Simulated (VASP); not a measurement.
A run of VASP 6.6.1:

Contents of INCAR:

```
ALGO = Normal
EDIFF = 1E-7
ENCUT = 520
GGA = PE
ISIF = 2
ISMEAR = -1
LASPH = True
LCHARG = False
LREAL = False
LWAVE = False
NBANDS = 28
NELM = 100
PREC = Accurate
SIGMA = 0.05
```

File KPOINTS:

```
k-points
0
Gamma
  6 6 3
```

POSCAR

```
PbSe
1.0
    4.5014784123      0.0000000000      0.0000000000
   -0.0105132524      4.5014661353      0.0000000000
   -2.2454825799     -2.2507330677     12.2361685397
Pb Se
2 2
Direct
    0.8068400000      0.8073040000      0.6184430000
    0.1854540000      0.1998100000      0.3823760000
    0.2873320000      0.3231460000      0.6231940000
    0.6842660000      0.6998950000      0.3779650000
```

Potentials or basis: VASP PAW PBE potentials, release 64 (Pb_d, Se).

The run is started by

```console
$ cat potpaw_PBE.64/Pb_d/POTCAR potpaw_PBE.64/Se/POTCAR > POTCAR
$ mpirun -np 1 vasp_std > vasp.out
```

Hardware: 1 thread of Intel Xeon 8259CL, on a shared host.

Question: How long does it take, and how much memory?

Answer: It took 9.4 min on 1 thread of Intel Xeon 8259CL, with other jobs on the host, peak memory 0.57 GiB. Counts: scf iterations 18, k points 56.
